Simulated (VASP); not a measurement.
Input of a VASP 6.6.1 run:

INCAR

```
PREC = Accurate ; ENCUT = 520
EDIFF = 1E-6 ; ISMEAR = 0
SIGMA = 0.05 ; LREAL = Auto
LASPH = True ; NELM = 100
ALGO = Normal ; ISIF = 2
LWAVE = False ; LCHARG = False
GGA = PE ; NBANDS = 46
```

File KPOINTS:

```
Automatic mesh
0
Gamma
  4 8 3
```

POSCAR

```
AlN
1.0
   -1.5651197814     -2.7108669814      5.0179796556
    1.5651197814     -2.7108669814      0.0000000000
    7.8255989072      0.5421733963      7.0251715178
Al N
8 8
Direct
    0.6287169997      0.9598894362      0.0981155127
    0.5787169997      0.1598894362      0.8481155127
    0.2787169997      0.3598894362      0.3481155127
   -0.0712830003      0.7598894362      0.5981155127
    0.8370503330      0.1265561029      0.3064488460
    0.1870503330      0.7265561029      0.0564488460
    0.4870503330      0.5265561029      0.5564488460
    0.1370503330     -0.0734438971      0.8064488460
    0.8767196670      0.7309638971      0.1935011540
   -0.1732803330     -0.0690361029      0.9435011540
    0.5267196670      0.1309638971      0.4435011540
    0.1767196670      0.5309638971      0.6935011540
    0.0850530003     -0.1023694362      0.4018344873
    0.4350530003      0.4976305638      0.1518344873
    0.7350530003      0.2976305638      0.6518344873
    0.3850530003     -0.3023694362      0.9018344873
```

Potentials or basis: VASP PAW PBE potentials, release 64 (Al, N).

The run is started by

```bash
$ cat potpaw_PBE.64/Al/POTCAR potpaw_PBE.64/N/POTCAR > POTCAR
$ mpirun -np 1 vasp_std > vasp.out
```

(1) Predict the pressure.

(2) Predict the largest force.

Results:

(1) 6.7 GPa.

(2) 6.060 eV/Å.

Caveat: forces of over 1 eV/Å act on the atoms, so gaps and moduli don't describe the material at rest.
